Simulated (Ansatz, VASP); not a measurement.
**Two plane-wave programs on Ge2Pd**

```
Ge Pd
1.0
     3.51477    0.00000    0.00000
    -1.75739    3.04388    0.00000
     0.00000    0.00000    6.03228
Ge Pd
2 1
Direct
  0.00000 0.00000 0.29087
  0.00000 0.00000 0.70913
  0.00000 0.00000 0.00000
```

Alike in both runs: task single point; functional PBE; k mesh 6 × 6 × 4; occupations gaussian, width 0.1 eV; no spin polarisation.

|  | VASP | Ansatz |
| --- | --- | --- |
| version | VASP 6.6.1 | Ansatz 0.2.0 |
| potentials or method | VASP PAW PBE potentials, release 64 (Ge_d, Pd_sv_GW), cutoff 630 eV | scalar-relativistic, plane waves, PAW |
| valence electrons in the cell | 46 | 46 |

```csv
,VASP,Ansatz,Ansatz less VASP
gap on the k mesh at the Fermi level (eV),none,none,-
rms of the force components (eV/Å),12.390,12.454,+0.0635
```

Atom by atom the forces differ by 0.063 eV/Å (rms over components). A gap of «none» marks a metal or a gap that the smearing closes.
